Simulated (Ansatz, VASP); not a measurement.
One calculation of CdS, two programs

INCAR

```
PREC = Accurate ; ENCUT = 520
EDIFF = 1E-7 ; ISMEAR = 0
SIGMA = 0.15 ; LREAL = F
LASPH = T ; NELM = 100
ALGO = Normal ; ISIF = 2
LWAVE = F ; LCHARG = F
GGA = CA ; NBANDS = 16
```

KPOINTS

```
regular mesh
0
Gamma
  16 16 16
```

Contents of POSCAR:

```
CdS
1.0
    0.0000000000      2.7532440000      2.8358413200
    2.7532440000      0.0000000000      2.8358413200
    2.7532440000      2.7532440000      0.0000000000
Cd S
1 1
Direct
    0.0000000000      0.0000000000      0.0000000000
    0.5000000000      0.5000000000      0.5000000000
```

Input for Ansatz:

```yaml
crystal:
  lattice:
    - [0.0, 2.753244, 2.83584132]
    - [2.753244, 0.0, 2.83584132]
    - [2.753244, 2.753244, 0.0]
  atoms:
    - { symbol: Cd, position: [0.0, 0.0, 0.0] }
    - { symbol: S, position: [0.5, 0.5, 0.5] }
basis:
  ecutwfc: 420
kpoints:
  mp_grid: { grid: [16, 16, 16] }
hamiltonian:
  xc: lda
scf:
  occupations: { method: gaussian, width: 0.15 }
output:
  forces: true
  stress: true
  eigenvalues: true
```

Change from the starting cell: strain +0.000 along x and y, +0.030 along z, atoms carried along.

Alike in both runs: task single point; functional LDA; k mesh 16 × 16 × 16; occupations gaussian, width 0.15 eV; no spin polarisation.

```csv
,VASP,Ansatz
version,VASP 6.6.1,Ansatz 0.2.0
potentials or method,"VASP PAW LDA potentials, release 64 (Cd, S), cutoff 520 eV","scalar-relativistic, plane waves, PAW"
valence electrons in the cell,18,26
```

|  | VASP | Ansatz | Ansatz less VASP |
| --- | --- | --- | --- |
| gap on the k mesh at the Fermi level (eV) | none | none | - |
| pressure (GPa) | -7.9 | -8.3 | -0.43 |
| traceless stress, the component that is largest in VASP (GPa) | -0.75 | -0.67 | +0.077 |

LDA's correlation is that of Perdew and Zunger in VASP and of Perdew and Wang (1992) in Ansatz. A gap of «none» marks a metal or a gap that the smearing closes. VASP's potentials hold 18 valence electrons a cell and Ansatz's 26, so a difference there can come from the potentials and not from the codes.
